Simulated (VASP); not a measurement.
Cu: single point with PBE

System: Cu, a slab with vacuum.

```
CELL_PARAMETERS angstrom
2.56651 0.00000 0.00000
-1.28326 2.22267 0.00000
0.00000 0.00000 20.19110
ATOMIC_POSITIONS crystal
Cu 0.16667 0.33333 0.39744
Cu 0.50000 0.00000 0.50000
Cu 0.83333 0.66667 0.60256
```

```json
{
  "Program": "VASP 6.6.1",
  "Task": "single point",
  "Functional": "PBE",
  "Potentials or basis": "VASP PAW PBE potentials, release 64 (Cu)",
  "Cutoff": "520 eV",
  "k mesh": "15 × 15 × 1",
  "Occupations": "fermi-dirac, width 0.1 eV",
  "Spin": "no spin polarisation"
}
```

| Item | Value |
| --- | --- |
| Largest force | 0.026 eV/Å |
| Band gap on the k mesh | zero (an odd number of electrons rules out a gap without spin polarisation) |

Forces on the atoms (eV/Å):
```
Cu   0.000  0.000 -0.026
Cu   0.000  0.000  0.008
Cu   0.000  0.000  0.018
```

Levels at points of the mesh, in eV from the Fermi level:
| k point | band 13 | band 14 | band 15 | band 16 | band 17 | band 18 | band 19 | band 20 | band 21 | band 22 |
| --- | --- | --- | --- | --- | --- | --- | --- | --- | --- | --- |
| (0.00, 0.00, 0.00) | -2.16 | -1.87 | -1.87 | -1.64 | -1.64 | -1.54 | -0.07 | 3.54 | 4.76 | 5.12 |

Run time: 3.9 min on 1 thread of Intel Xeon 8259CL (shared host), peak memory 0.25 GiB.
